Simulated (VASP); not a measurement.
# Sb (Im-3m) in VASP: further runs

The runs below take Sb through single point, with LDA.

Program: VASP 6.6.1. These are calculated values, not measurements. Logs are shortened: lines on timing, memory, paths and dates and some standing lists are left out, and cuts for length are marked.

## 1. The cell of the first run

Symmetry: Im-3m, No. 229, cubic system. Conventional cell: a = 3.450 Å, b = 3.450 Å, c = 3.450 Å, α = 90.00°, β = 90.00°, γ = 90.00°. Within 3.9 Å of Sb (site symmetry m-3m) lie 14 Sb at 2.99 to 3.45 Å.

## 2. Single point, LDA

INCAR

```
SYSTEM = Sb
ALGO = Normal
EDIFF = 1E-7
ENCUT = 520
ISIF = 2
ISMEAR = -1
LASPH = .TRUE.
LCHARG = .FALSE.
LREAL = .FALSE.
LWAVE = .FALSE.
NBANDS = 8
NELM = 80
PREC = Accurate
SIGMA = 0.1
```

KPOINTS

```
k-points
0
G
  4 4 4
  0 0 0
```

POSCAR

```
Sb
1.0
   -1.7250000000      1.7250000000      1.7250000000
    1.7250000000     -1.7250000000      1.7250000000
    1.7250000000      1.7250000000     -1.7250000000
Sb
1
Direct
    0.0000000000      0.0000000000      0.0000000000
```

Potentials or basis: VASP PAW LDA potentials, release 64 (Sb).

Run with:

```console
> cat potpaw_LDA.64/Sb/POTCAR > POTCAR
> mpirun -np 1 vasp_std > vasp.out
```

OUTCAR:

```text
SYSTEM = Sb
   EDIFF = 1E-7
   ENCUT = 520
   ISIF = 2
   ISMEAR = -1
   LASPH = .TRUE.
   LREAL = .FALSE.
   NELM = 80
   PREC = Accurate

 ion  position               nearest neighbor table
   1  0.000  0.000  0.000-

  LATTYP: Found a body centered cubic cell.
 ALAT       =     3.4500000000

  Lattice vectors:

 A1 = (  -1.7250000000,   1.7250000000,   1.7250000000)
 A2 = (   1.7250000000,  -1.7250000000,   1.7250000000)
 A3 = (   1.7250000000,   1.7250000000,  -1.7250000000)

Analysis of symmetry for initial positions (statically):
=====================================================================
 Subroutine PRICEL returns:
 Original cell was already a primitive cell.

 Routine SETGRP: Setting up the symmetry group for a
 body centered cubic supercell.

 Subroutine GETGRP returns: Found 48 space group operations
 (whereof 48 operations were pure point group operations)
 out of a pool of 48 trial point group operations.

The static configuration has the point symmetry O_h .

Analysis of symmetry for dynamics (positions and initial velocities):
=====================================================================
 Subroutine PRICEL returns:
 Original cell was already a primitive cell.

 Routine SETGRP: Setting up the symmetry group for a
 body centered cubic supercell.

 Subroutine GETGRP returns: Found 48 space group operations
 (whereof 48 operations were pure point group operations)
 out of a pool of 48 trial point group operations.

The dynamic configuration has the point symmetry O_h .

 Subroutine INISYM returns: Found 48 space group operations
 (whereof 48 operations are pure point group operations),
 and found     1 'primitive' translations

----------------------------------------------------------------------------------------

                                     Primitive cell

  volume of cell :      20.5318

  direct lattice vectors                    reciprocal lattice vectors
    -1.725000000  1.725000000  1.725000000     0.000000000  0.289855072  0.289855072
     1.725000000 -1.725000000  1.725000000     0.289855072  0.000000000  0.289855072
     1.725000000  1.725000000 -1.725000000     0.289855072  0.289855072  0.000000000

  length of vectors
     2.987787643  2.987787643  2.987787643     0.409916975  0.409916975  0.409916975

  position of ions in fractional coordinates (direct lattice)
     0.000000000  0.000000000  0.000000000

  ion indices of the primitive-cell ions
   primitive index   ion index
                 1           1

----------------------------------------------------------------------------------------

 KPOINTS: k-points

Automatic generation of k-mesh.
 Grid dimensions read from file:
 generate k-points for:    4    4    4

 Generating k-lattice:

  Cartesian coordinates                     Fractional coordinates (reciprocal lattice)
     0.000000000  0.072463768  0.072463768     0.250000000  0.000000000  0.000000000
     0.072463768  0.000000000  0.072463768     0.000000000  0.250000000  0.000000000
     0.072463768  0.072463768  0.000000000     0.000000000  0.000000000  0.250000000

  Length of vectors
     0.102479244  0.102479244  0.102479244

  Shift w.r.t. Gamma in fractional coordinates (k-lattice)
     0.000000000  0.000000000  0.000000000

 Subroutine IBZKPT returns following result:
 ===========================================

 Found      8 irreducible k-points:

 Following reciprocal coordinates:
            Coordinates               Weight
  0.000000  0.000000  0.000000      1.000000
  0.250000  0.000000  0.000000     12.000000
  0.500000  0.000000  0.000000      6.000000
  0.250000  0.250000  0.000000     24.000000
  0.250000  0.250000  0.250000      2.000000
 -0.250000  0.250000  0.250000      6.000000
  0.500000  0.500000  0.250000     12.000000
  0.500000  0.500000  0.500000      1.000000
   k-points           NKPTS =      8   k-points in BZ     NKDIM =      8   number of bands    NBANDS=      8
   number of dos      NEDOS =    301   number of ions     NIONS =      1
   total plane-waves  NPLWV =  13824
   dimension x,y,z NGX =    24 NGY =   24 NGZ =   24
   dimension x,y,z NGXF=    48 NGYF=   48 NGZF=   48
   ions per type =               1
   NGX,Y,Z   is equivalent  to a cutoff of  13.35, 13.35, 13.35 a.u.
   NGXF,Y,Z  is equivalent  to a cutoff of  26.71, 26.71, 26.71 a.u.
 SYSTEM =  Sb
   PREC   = accura    normal or accurate (medium, high low for compatibility)
   ISTART =      0    job   : 0-new  1-cont  2-samecut
   ICHARG =      2    charge: 1-file 2-atom 10-const
   ISPIN  =      1    spin polarized calculation?
   LNONCOLLINEAR =      F non collinear calculations
   LSORBIT =      F    spin-orbit coupling
   LASPH  =      T    aspherical Exc in radial PAW
   ENCUT  =  520.0 eV  38.22 Ry    6.18 a.u.   5.56  5.56  5.56*2*pi/ulx,y,z
   NELM   =     80;   NELMIN=  2; NELMDL= -5     # of ELM steps
   EDIFF  = 0.1E-06   stopping-criterion for ELM
   LREAL  =      F    real-space projection
   EDIFFG = 0.1E-05   stopping-criterion for IOM
   NSW    =      0    number of steps for IOM
   IBRION =     -1    ionic relax: 0-MD 1-quasi-New 2-CG
   NFREE  =      0    steps in history (QN), initial steepest desc. (CG)
   ISIF   =      2    stress and relaxation
   ISYM   =      2    0-nonsym 1-usesym 2-fastsym
   POTIM  = 0.5000    time-step for ionic-motion
   TEBEG  =    0.0;   TEEND  =   0.0 temperature during run
   PSTRESS=    0.0 pullay stress
   NELECT =       5.0000    total number of electrons
   NUPDOWN=      -1.0000    fix difference up-down
   EMIN   =  10.00;   EMAX   =-10.00  energy-range for DOS
   EFERMI =   0.00;   METHOD = LEGACY
   ISMEAR =    -1;   SIGMA  =   0.10  broadening in eV -4-tet -1-fermi 0-gaus
   EFERMI_NEDOS =   21; number of points for ismear=-14 and -15
   IALGO  =     38    algorithm
   IMIX   =      4    mixing-type and parameters
     AMIX     =   0.40;   BMIX     =  1.00
     AMIX_MAG =   1.60;   BMIX_MAG =  1.00
  volume/ion in A,a.u.               =      20.53       138.56
  Fermi-wavevector in a.u.,A,eV,Ry     =   1.022325  1.931915 14.220113  1.045149
  Thomas-Fermi vector in A             =   2.155998
   LORBIT       =      0    0 simple, 1 ext, 2 COOP (PROOUT), +10 PAW based schemes
   GGA     = CA    functional components
   LHFCALC =     F    Hartree Fock is set to
   AEXX    =    0.0000 exact exchange contribution
   IVDW    =     0    specifies the selected vdW correction
   LEPSILON=     F    determine dielectric tensor
   LRPA    =     F    only Hartree local field effects (RPA)
 non-spin polarized calculation
  energy-cutoff  :      520.00
  volume of cell :       20.53
 maximum number of plane-waves:       586
 NGX is ok and might be reduce to    24
   NGX = 11   NGY = 11   NGZ = 11

 number of electron       5.0000000 magnetization

 Free energy of the ion-electron system (eV)
  ---------------------------------------------------
  ext. energy  EPLUGINS =         0.00000000
  ---------------------------------------------------
  free energy    TOTEN  =        -4.32350403 eV

  energy without entropy =       -4.30229723  energy(sigma->0) =       -4.31290063

 E-fermi :  12.4259     XC(G=0): -11.5777

 val. band max:       12.3161159918   @ k =   0.2500   0.0000   0.0000
 cond. band min:      13.3009263615   @ k =  -0.2500   0.2500   0.2500
 fundamental gap:      0.9848103697
 Fermi energy:        12.4259121389

 k-point     1 :       0.0000    0.0000    0.0000
  band No.  band energies     occupation
      1      -2.9306      2.00000
      2      20.2258      0.00000
      3      20.2258      0.00000
      4      20.2258      0.00000
      5      23.6601      0.00000
      6      23.6601      0.00000
      7      23.6601      0.00000
      8      24.3786      0.00000

 k-point     2 :       0.2500    0.0000    0.0000
  band No.  band energies     occupation
      1      -1.2615      2.00000
      2      12.3161      1.49976
      3      16.6461      0.00000
      4      18.3060      0.00000
      5      20.6911      0.00000
      6      20.8446      0.00000
      7      24.5774      0.00000
      8      25.6781      0.00000

 k-point     3 :       0.5000    0.0000    0.0000
  band No.  band energies     occupation
      1       2.9303      2.00000
      2       4.9294      2.00000
      3      14.6975      0.00000
      4      16.8960      0.00000
      5      19.6379      0.00000
      6      19.8840      0.00000
      7      28.1645      0.00000
      8      28.2611      0.00000

 k-point     4 :       0.2500    0.2500    0.0000
  band No.  band energies     occupation
      1       1.9940      2.00000
      2       8.3510      2.00000
      3      10.1312      2.00000
      4      15.6661      0.00000
      5      22.3172      0.00000
      6      22.8149      0.00000
      7      26.8772      0.00000
      8      27.0826      0.00000

 k-point     5 :       0.2500    0.2500    0.2500
  band No.  band energies     occupation
      1       4.6394      2.00000
      2       8.5341      2.00000
      3       8.5341      2.00000
      4       8.5341      2.00000
      5      28.7423      0.00000
      6      28.7428      0.00000
      7      28.9160      0.00000
      8      28.9160      0.00000

 k-point     6 :      -0.2500    0.2500    0.2500
  band No.  band energies     occupation
      1       0.3958      2.00000
      2      13.3009      0.00032
      3      13.3009      0.00032
      4      13.3556      0.00018
      5      17.3261      0.00000
      6      25.3002      0.00000
      7      25.8794      0.00000
      8      25.8794      0.00000

 k-point     7 :       0.5000    0.5000    0.2500
  band No.  band energies     occupation
      1       4.4488      2.00000
      2       6.6037      2.00000
      3      11.4944      1.99982
      4      13.6013      0.00002
      5      19.0465      0.00000
      6      20.2957      0.00000
      7      24.4421      0.00000
      8      25.9945      0.00000

 k-point     8 :       0.5000    0.5000    0.5000
  band No.  band energies     occupation
      1       8.1841      2.00000
      2       9.6945      2.00000
      3       9.6945      2.00000
      4       9.6945      2.00000
      5      14.8467      0.00000
      6      14.8467      0.00000
      7      30.1349      0.00000
      8      30.1349      0.00000

------------------------ aborting loop because EDIFF is reached ----------------------------------------

  FORCE on cell =-STRESS in cart. coord.  units (eV):
  Direction    XX          YY          ZZ          XY          YZ          ZX
  --------------------------------------------------------------------------------------
  -------------------------------------------------------------------------------------
  Total        2.9463195      2.9463195      2.9463195      0.0000000      0.0000000     -0.0000000
  in kB      229.9127892    229.9127892    229.9127892      0.0000000      0.0000000     -0.0000000
  external PRESSURE =     229.9127892 kB  Pullay stress =       0.0000000 kB

 VOLUME and BASIS-vectors are now :
 -----------------------------------------------------------------------------
  energy-cutoff  :      520.00
  volume of cell :       20.53
      direct lattice vectors                 reciprocal lattice vectors
    -1.725000000  1.725000000  1.725000000     0.000000000  0.289855072  0.289855072
     1.725000000 -1.725000000  1.725000000     0.289855072  0.000000000  0.289855072
     1.725000000  1.725000000 -1.725000000     0.289855072  0.289855072  0.000000000

 POSITION                                       TOTAL-FORCE (eV/Angst)
 -----------------------------------------------------------------------------------
      0.00000      0.00000      0.00000         0.000000      0.000000      0.000000
 -----------------------------------------------------------------------------------
    total drift:                                0.000000     -0.000000      0.000000

  FREE ENERGIE OF THE ION-ELECTRON SYSTEM (eV)
  ---------------------------------------------------
  free  energy   TOTEN  =        -4.3235040347 eV

  energy  without entropy=       -4.3022972297  energy(sigma->0) =       -4.31290063
```

Wall time 2 s (1 thread of Intel Xeon 6975P-C (Granite Rapids), shared host); peak memory 0.12 GiB.

Results:

```yaml
Free_energy: -4.3235 eV
Pressure: 23.0 GPa
```

Levels at points of the mesh, in eV from the Fermi level:
| k point | band 1 | band 2 | band 3 | band 4 | band 5 | band 6 |
| --- | --- | --- | --- | --- | --- | --- |
| (0.00, 0.00, 0.00) | -15.36 | 7.80 | 7.80 | 7.80 | 11.23 | 11.23 |
| (0.50, 0.00, 0.00) | -9.50 | -7.50 | 2.27 | 4.47 | 7.21 | 7.46 |
| (0.50, 0.50, 0.50) | -4.24 | -2.73 | -2.73 | -2.73 | 2.42 | 2.42 |

Caveat: the k points lie up to 0.64 Å⁻¹ apart; spin-orbit coupling is left out, which moves the levels of the heavy elements.

## 3. Single point, LDA

INCAR

```
SYSTEM = Sb
ALGO = Normal ; EDIFF = 1E-6
ENCUT = 520 ; ISIF = 2
ISMEAR = -1 ; LASPH = .True.
LCHARG = .False. ; LREAL = .False.
LWAVE = .False. ; NBANDS = 8
NELM = 80 ; PREC = Accurate
SIGMA = 0.1
```

KPOINTS

```
k-points
0
Gamma
  5 5 5
  0 0 0
```

POSCAR is that of step 2.

Potentials or basis: VASP PAW LDA potentials, release 64 (Sb).

Run with:

```console
> cat potpaw_LDA.64/Sb/POTCAR > POTCAR
> mpirun -np 1 vasp_std > vasp.out
```

OUTCAR:

```text
SYSTEM = Sb
   EDIFF = 1E-6
   ENCUT = 520
   ISIF = 2
   ISMEAR = -1
   LASPH = .True.
   LREAL = .False.
   NELM = 80
   PREC = Accurate

 ion  position               nearest neighbor table
   1  0.000  0.000  0.000-

  LATTYP: Found a body centered cubic cell.
 ALAT       =     3.4500000000

  Lattice vectors:

 A1 = (  -1.7250000000,   1.7250000000,   1.7250000000)
 A2 = (   1.7250000000,  -1.7250000000,   1.7250000000)
 A3 = (   1.7250000000,   1.7250000000,  -1.7250000000)

Analysis of symmetry for initial positions (statically):
[... 271 lines left out ...]
      8      29.1190      0.00000

------------------------ aborting loop because EDIFF is reached ----------------------------------------

  FORCE on cell =-STRESS in cart. coord.  units (eV):
  Direction    XX          YY          ZZ          XY          YZ          ZX
  --------------------------------------------------------------------------------------
  -------------------------------------------------------------------------------------
  Total        3.2905215      3.2905215      3.2905215      0.0000000     -0.0000000      0.0000000
  in kB      256.7722112    256.7722112    256.7722112      0.0000000     -0.0000000      0.0000000
  external PRESSURE =     256.7722112 kB  Pullay stress =       0.0000000 kB

 VOLUME and BASIS-vectors are now :
 -----------------------------------------------------------------------------
  energy-cutoff  :      520.00
  volume of cell :       20.53
      direct lattice vectors                 reciprocal lattice vectors
    -1.725000000  1.725000000  1.725000000     0.000000000  0.289855072  0.289855072
     1.725000000 -1.725000000  1.725000000     0.289855072  0.000000000  0.289855072
     1.725000000  1.725000000 -1.725000000     0.289855072  0.289855072  0.000000000

 POSITION                                       TOTAL-FORCE (eV/Angst)
 -----------------------------------------------------------------------------------
      0.00000      0.00000      0.00000         0.000000      0.000000     -0.000000
 -----------------------------------------------------------------------------------
    total drift:                                0.000000     -0.000000      0.000000

  FREE ENERGIE OF THE ION-ELECTRON SYSTEM (eV)
  ---------------------------------------------------
  free  energy   TOTEN  =        -4.3242575559 eV

  energy  without entropy=       -4.2848763675  energy(sigma->0) =       -4.30456696
```

stdout:

```text
POSCAR found type information on POSCAR Sb
 POSCAR found :  1 types and       1 ions
 scaLAPACK will be used
 LDA part: xc-table for (Slater(with rela. corr.)+CA(PZ))
 , standard interpolation
 POSCAR, INCAR and KPOINTS ok, starting setup
 FFT: planning ... GRIDC
 FFT: planning ... GRID_SOFT
 FFT: planning ... GRID
 WAVECAR not read
 entering main loop
```

Run time: 1.3 s. Hardware: 1 thread of Intel Xeon 6975P-C (Granite Rapids), shared host; peak memory 0.12 GiB.

Results:

* Free energy: -4.3243 eV
* Pressure: 25.7 GPa

Caveat: the k points lie up to 0.52 Å⁻¹ apart; spin-orbit coupling is left out, which moves the levels of the heavy elements.

[end of part 1 of 3]
